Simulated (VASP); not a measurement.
# Ti3Al (Fm-3m) in VASP: a series of runs

Runs on Ti3Al. Level: PBE. Tasks: single point.

Everything below comes from runs of VASP 6.6.1. Logs are shortened: lines on timing, memory, paths and dates and some standing lists are left out, and cuts for length are marked.

## (1) The cell of the first run

It takes space group Fm-3m (No. 225, cubic). Conventional cell: a = 6.464 Å, b = 6.464 Å, c = 6.464 Å, α = 90.00°, β = 90.00°, γ = 90.00°. Ti (site symmetry -43m) has 4 Al at 2.80 Å and 10 Ti at 2.80 to 3.23 Å within 3.7 Å. Ti (site symmetry m-3m) has 8 Ti at 2.80 Å and 6 Al at 3.23 Å within 3.7 Å. Al (site symmetry m-3m) has 14 Ti at 2.80 to 3.23 Å within 3.7 Å.

## (2) Single point, PBE

File INCAR:

```
PREC = Accurate ; ENCUT = 520
EDIFF = 1E-7 ; ISMEAR = 0
SIGMA = 0.1 ; LREAL = F
LASPH = T ; NELM = 60
ALGO = Normal ; ISIF = 2
LWAVE = F ; LCHARG = F
GGA = PE ; NBANDS = 28
```

File KPOINTS:

```
Automatic mesh
0
Gamma
  6 6 6
```

File POSCAR:

```
Ti3Al
1.0
    0.0000000000      3.2317810100      3.2317810100
    3.2317810100      0.0000000000      3.2317810100
    3.2317810100      3.2317810100      0.0000000000
Ti Al
3 1
Direct
    0.7500000000      0.7500000000      0.7500000000
    0.2500000000      0.2500000000      0.2500000000
    0.0000000000      0.0000000000      0.0000000000
    0.5000000000      0.5000000000      0.5000000000
```

Potentials or basis: VASP PAW PBE potentials, release 64 (Ti_sv, Al).

The run is started by

```
cat potpaw_PBE.64/Ti_sv/POTCAR potpaw_PBE.64/Al/POTCAR > POTCAR
mpirun -np 1 vasp_std > vasp.out
```

OUTCAR:

```text
PREC = Accurate
   ENCUT = 520
   EDIFF = 1E-7
   ISMEAR = 0
   LREAL = F
   LASPH = T
   NELM = 60
   ISIF = 2
   GGA = PE

 ion  position               nearest neighbor table
   1  0.750  0.750  0.750-   4 2.80   4 2.80   3 2.80   3 2.80   4 2.80   3 2.80   4 2.80   3 2.80

   2  0.250  0.250  0.250-   3 2.80   3 2.80   4 2.80   4 2.80   4 2.80   4 2.80   3 2.80   3 2.80

   3  0.000  0.000  0.000-   1 2.80   1 2.80   2 2.80   2 2.80   2 2.80   2 2.80   1 2.80   1 2.80

   4  0.500  0.500  0.500-   2 2.80   2 2.80   1 2.80   1 2.80   2 2.80   1 2.80   2 2.80   1 2.80

  LATTYP: Found a face centered cubic cell.
 ALAT       =     6.4635620200

  Lattice vectors:

 A1 = (   0.0000000000,   3.2317810100,   3.2317810100)
 A2 = (   3.2317810100,   0.0000000000,   3.2317810100)
 A3 = (   3.2317810100,   3.2317810100,   0.0000000000)

Analysis of symmetry for initial positions (statically):
=====================================================================
 Subroutine PRICEL returns:
 Original cell was already a primitive cell.

 Routine SETGRP: Setting up the symmetry group for a
 face centered cubic supercell.

 Subroutine GETGRP returns: Found 48 space group operations
[... 9 lines left out ...]

 Routine SETGRP: Setting up the symmetry group for a
 face centered cubic supercell.

 Subroutine GETGRP returns: Found 48 space group operations
[... 11 lines left out ...]
                                     Primitive cell

  volume of cell :      67.5081

  direct lattice vectors                    reciprocal lattice vectors
     0.000000000  3.231781010  3.231781010    -0.154713453  0.154713453  0.154713453
     3.231781010  0.000000000  3.231781010     0.154713453 -0.154713453  0.154713453
     3.231781010  3.231781010  0.000000000     0.154713453  0.154713453 -0.154713453

  length of vectors
     4.570428535  4.570428535  4.570428535     0.267971562  0.267971562  0.267971562

  position of ions in fractional coordinates (direct lattice)
     0.750000000  0.750000000  0.750000000
     0.250000000  0.250000000  0.250000000
     0.000000000  0.000000000  0.000000000
     0.500000000  0.500000000  0.500000000

  ion indices of the primitive-cell ions
   primitive index   ion index
                 1           1
                 2           2
                 3           3
                 4           4

----------------------------------------------------------------------------------------

 KPOINTS: Automatic mesh

Automatic generation of k-mesh.
 Grid dimensions read from file:
 generate k-points for:    6    6    6

 Generating k-lattice:

  Cartesian coordinates                     Fractional coordinates (reciprocal lattice)
    -0.025785576  0.025785576  0.025785576     0.166666667  0.000000000  0.000000000
     0.025785576 -0.025785576  0.025785576     0.000000000  0.166666667  0.000000000
     0.025785576  0.025785576 -0.025785576     0.000000000  0.000000000  0.166666667

  Length of vectors
     0.044661927  0.044661927  0.044661927

  Shift w.r.t. Gamma in fractional coordinates (k-lattice)
     0.000000000  0.000000000  0.000000000

 Subroutine IBZKPT returns following result:
 ===========================================

 Found     16 irreducible k-points:

 Following reciprocal coordinates:
            Coordinates               Weight
  0.000000  0.000000  0.000000      1.000000
  0.166667  0.000000  0.000000      8.000000
  0.333333  0.000000  0.000000      8.000000
  0.500000  0.000000  0.000000      4.000000
  0.166667  0.166667  0.000000      6.000000
  0.333333  0.166667  0.000000     24.000000
[... 8 lines left out ...]
 -0.333333  0.333333  0.166667     24.000000
 -0.333333  0.500000  0.166667     12.000000
   k-points           NKPTS =     16   k-points in BZ     NKDIM =     16   number of bands    NBANDS=     28
   number of dos      NEDOS =    301   number of ions     NIONS =      4
   total plane-waves  NPLWV =  46656
   dimension x,y,z NGX =    36 NGY =   36 NGZ =   36
   dimension x,y,z NGXF=    72 NGYF=   72 NGZF=   72
   ions per type =               3   1
   NGX,Y,Z   is equivalent  to a cutoff of  13.09, 13.09, 13.09 a.u.
   NGXF,Y,Z  is equivalent  to a cutoff of  26.19, 26.19, 26.19 a.u.
 SYSTEM =  unknown system
   PREC   = accura    normal or accurate (medium, high low for compatibility)
   ISTART =      0    job   : 0-new  1-cont  2-samecut
   ICHARG =      2    charge: 1-file 2-atom 10-const
   ISPIN  =      1    spin polarized calculation?
   LNONCOLLINEAR =      F non collinear calculations
   LSORBIT =      F    spin-orbit coupling
   LASPH  =      T    aspherical Exc in radial PAW
   ENCUT  =  520.0 eV  38.22 Ry    6.18 a.u.   8.50  8.50  8.50*2*pi/ulx,y,z
   NELM   =     60;   NELMIN=  2; NELMDL= -5     # of ELM steps
   EDIFF  = 0.1E-06   stopping-criterion for ELM
   LREAL  =      F    real-space projection
   EDIFFG = 0.1E-05   stopping-criterion for IOM
   NSW    =      0    number of steps for IOM
   IBRION =     -1    ionic relax: 0-MD 1-quasi-New 2-CG
   NFREE  =      0    steps in history (QN), initial steepest desc. (CG)
   ISIF   =      2    stress and relaxation
   ISYM   =      2    0-nonsym 1-usesym 2-fastsym
   POTIM  = 0.5000    time-step for ionic-motion
   TEBEG  =    0.0;   TEEND  =   0.0 temperature during run
   PSTRESS=    0.0 pullay stress
   NELECT =      39.0000    total number of electrons
   NUPDOWN=      -1.0000    fix difference up-down
   EMIN   =  10.00;   EMAX   =-10.00  energy-range for DOS
   EFERMI =   0.00;   METHOD = LEGACY
   ISMEAR =     0;   SIGMA  =   0.10  broadening in eV -4-tet -1-fermi 0-gaus
   EFERMI_NEDOS =   21; number of points for ismear=-14 and -15
   IALGO  =     38    algorithm
   IMIX   =      4    mixing-type and parameters
     AMIX     =   0.40;   BMIX     =  1.00
     AMIX_MAG =   1.60;   BMIX_MAG =  1.00
  volume/ion in A,a.u.               =      16.88       113.89
  Fermi-wavevector in a.u.,A,eV,Ry     =   1.363466  2.576578 25.293784  1.859041
  Thomas-Fermi vector in A             =   2.489867
   LORBIT       =      0    0 simple, 1 ext, 2 COOP (PROOUT), +10 PAW based schemes
   GGA     = PE    functional components
   LHFCALC =     F    Hartree Fock is set to
   AEXX    =    0.0000 exact exchange contribution
   IVDW    =     0    specifies the selected vdW correction
   LEPSILON=     F    determine dielectric tensor
   LRPA    =     F    only Hartree local field effects (RPA)
 non-spin polarized calculation
 Gauss-broadening in eV      SIGMA  =   0.10
  energy-cutoff  :      520.00
  volume of cell :       67.51
 maximum number of plane-waves:      1853
 NGX is ok and might be reduce to    36
   NGX = 17   NGY = 17   NGZ = 17

 number of electron      39.0000007 magnetization

 Free energy of the ion-electron system (eV)
  ---------------------------------------------------
  ext. energy  EPLUGINS =         0.00000000
  ---------------------------------------------------
  free energy    TOTEN  =       -27.82738468 eV

  energy without entropy =      -27.78943237  energy(sigma->0) =      -27.80840853

 E-fermi :   8.0800     XC(G=0): -11.2534

 val. band max:        8.0656183526   @ k =   0.3333   0.1667   0.0000
 cond. band min:       8.1037626484   @ k =   0.0000   0.0000   0.0000
 fundamental gap:      0.0381442957
 Fermi energy:         8.0799523355

 k-point     1 :       0.0000    0.0000    0.0000
  band No.  band energies     occupation
      1     -48.5237      2.00000
      2     -48.4598      2.00000
      3     -48.2328      2.00000
      4     -24.8080      2.00000
      5     -24.8080      2.00000
      6     -24.8080      2.00000
[... 20 lines left out ...]
     27      11.1298      0.00000
     28      11.1298      0.00000

 k-point     2 :       0.1667    0.0000    0.0000
  band No.  band energies     occupation
      1     -48.5165      2.00000
      2     -48.4621      2.00000
      3     -48.2377      2.00000
      4     -24.8584      2.00000
      5     -24.8412      2.00000
      6     -24.8412      2.00000
[... 20 lines left out ...]
     27      11.1571      0.00000
     28      11.1571      0.00000

 k-point     3 :       0.3333    0.0000    0.0000
  band No.  band energies     occupation
      1     -48.4995      2.00000
      2     -48.4686      2.00000
      3     -48.2485      2.00000
      4     -24.8711      2.00000
      5     -24.8711      2.00000
      6     -24.8651      2.00000
[... 20 lines left out ...]
     27      10.9995      0.00000
     28      10.9995      0.00000

 k-point     4 :       0.5000    0.0000    0.0000
  band No.  band energies     occupation
      1     -48.4855      2.00000
      2     -48.4770      2.00000
      3     -48.2542      2.00000
      4     -24.8824      2.00000
      5     -24.8824      2.00000
      6     -24.8461      2.00000
[... 20 lines left out ...]
     27      10.8941      0.00000
     28      10.8941      0.00000

 k-point     5 :       0.1667    0.1667    0.0000
  band No.  band energies     occupation
      1     -48.5143      2.00000
      2     -48.4626      2.00000
      3     -48.2395      2.00000
      4     -24.8781      2.00000
      5     -24.8781      2.00000
      6     -24.8119      2.00000
[... 20 lines left out ...]
     27      11.1149      0.00000
     28      11.1942      0.00000

 k-point     6 :       0.3333    0.1667    0.0000
  band No.  band energies     occupation
      1     -48.5010      2.00000
      2     -48.4670      2.00000
      3     -48.2486      2.00000
      4     -24.9065      2.00000
      5     -24.9010      2.00000
      6     -24.8335      2.00000
[... 20 lines left out ...]
     27      11.0061      0.00000
     28      11.1077      0.00000

 k-point     7 :       0.5000    0.1667    0.0000
  band No.  band energies     occupation
      1     -48.4854      2.00000
      2     -48.4749      2.00000
      3     -48.2564      2.00000
      4     -24.9098      2.00000
      5     -24.8990      2.00000
      6     -24.8472      2.00000
[... 20 lines left out ...]
     27      10.8787      0.00000
     28      10.9323      0.00000

 k-point     8 :      -0.3333    0.1667    0.0000
  band No.  band energies     occupation
      1     -48.4900      2.00000
      2     -48.4722      2.00000
      3     -48.2544      2.00000
      4     -24.8997      2.00000
      5     -24.8863      2.00000
      6     -24.8608      2.00000
[... 20 lines left out ...]
     27      10.9600      0.00000
     28      11.1439      0.00000

 k-point     9 :      -0.1667    0.1667    0.0000
  band No.  band energies     occupation
      1     -48.5062      2.00000
      2     -48.4655      2.00000
      3     -48.2448      2.00000
      4     -24.8839      2.00000
      5     -24.8732      2.00000
      6     -24.8478      2.00000
[... 20 lines left out ...]
     27      11.0157      0.00000
     28      11.2904      0.00000

 k-point    10 :       0.3333    0.3333    0.0000
  band No.  band energies     occupation
      1     -48.4939      2.00000
      2     -48.4682      2.00000
      3     -48.2545      2.00000
      4     -24.9417      2.00000
      5     -24.9417      2.00000
      6     -24.8221      2.00000
[... 20 lines left out ...]
     27      10.9665      0.00000
     28      11.0853      0.00000

 k-point    11 :       0.5000    0.3333    0.0000
  band No.  band energies     occupation
      1     -48.4839      2.00000
      2     -48.4720      2.00000
      3     -48.2609      2.00000
      4     -24.9502      2.00000
      5     -24.9476      2.00000
      6     -24.8249      2.00000
[... 20 lines left out ...]
     27      10.8426      0.00000
     28      11.0207      0.00000

 k-point    12 :      -0.3333    0.3333    0.0000
  band No.  band energies     occupation
      1     -48.4791      2.00000
      2     -48.4769      2.00000
      3     -48.2608      2.00000
      4     -24.9291      2.00000
      5     -24.9272      2.00000
      6     -24.8099      2.00000
[... 20 lines left out ...]
     27      11.1015      0.00000
     28      11.2337      0.00000

 k-point    13 :       0.5000    0.5000    0.0000
  band No.  band energies     occupation
      1     -48.4826      2.00000
      2     -48.4710      2.00000
      3     -48.2631      2.00000
      4     -24.9668      2.00000
      5     -24.9668      2.00000
      6     -24.8288      2.00000
[... 20 lines left out ...]
     27      10.7197      0.00000
     28      11.0708      0.00000

 k-point    14 :       0.5000    0.3333    0.1667
  band No.  band energies     occupation
      1     -48.4890      2.00000
      2     -48.4711      2.00000
      3     -48.2565      2.00000
      4     -24.9408      2.00000
      5     -24.8973      2.00000
      6     -24.8451      2.00000
[... 20 lines left out ...]
     27      10.9623      0.00000
     28      11.1530      0.00000

 k-point    15 :      -0.3333    0.3333    0.1667
  band No.  band energies     occupation
      1     -48.4791      2.00000
      2     -48.4769      2.00000
      3     -48.2608      2.00000
      4     -24.9544      2.00000
      5     -24.8703      2.00000
      6     -24.8555      2.00000
[... 20 lines left out ...]
     27      10.7963      0.00000
     28      11.0130      0.00000

 k-point    16 :      -0.3333    0.5000    0.1667
  band No.  band energies     occupation
      1     -48.4797      2.00000
      2     -48.4739      2.00000
      3     -48.2631      2.00000
      4     -24.9723      2.00000
      5     -24.9131      2.00000
      6     -24.8215      2.00000
[... 20 lines left out ...]
     27      10.6499      0.00000
     28      10.8476      0.00000

------------------------ aborting loop because EDIFF is reached ----------------------------------------

  FORCE on cell =-STRESS in cart. coord.  units (eV):
  Direction    XX          YY          ZZ          XY          YZ          ZX
  --------------------------------------------------------------------------------------
  -------------------------------------------------------------------------------------
  Total       -0.5288384     -0.5288384     -0.5288384     -0.0000000      0.0000000      0.0000000
  in kB      -12.5509843    -12.5509843    -12.5509843     -0.0000000      0.0000000      0.0000000
  external PRESSURE =     -12.5509843 kB  Pullay stress =       0.0000000 kB

 VOLUME and BASIS-vectors are now :
 -----------------------------------------------------------------------------
  energy-cutoff  :      520.00
  volume of cell :       67.51
      direct lattice vectors                 reciprocal lattice vectors
     0.000000000  3.231781010  3.231781010    -0.154713453  0.154713453  0.154713453
     3.231781010  0.000000000  3.231781010     0.154713453 -0.154713453  0.154713453
     3.231781010  3.231781010  0.000000000     0.154713453  0.154713453 -0.154713453

 POSITION                                       TOTAL-FORCE (eV/Angst)
 -----------------------------------------------------------------------------------
      4.84767      4.84767      4.84767         0.000000      0.000000      0.000000
      1.61589      1.61589      1.61589        -0.000000     -0.000000     -0.000000
      0.00000      0.00000      0.00000        -0.000000     -0.000000      0.000000
      3.23178      3.23178      3.23178        -0.000000     -0.000000      0.000000
 -----------------------------------------------------------------------------------
    total drift:                                0.000000      0.000000      0.000000

  FREE ENERGIE OF THE ION-ELECTRON SYSTEM (eV)
  ---------------------------------------------------
  free  energy   TOTEN  =       -27.8273846809 eV

  energy  without entropy=      -27.7894323748  energy(sigma->0) =      -27.80840853
```

It took 37 s on 1 thread of Intel Xeon 6975P-C, shared host; peak memory 0.21 GiB.

What came out:

```
Free energy : -27.8274 eV
Pressure    : -1.3 GPa
```

[end of part 1 of 2]
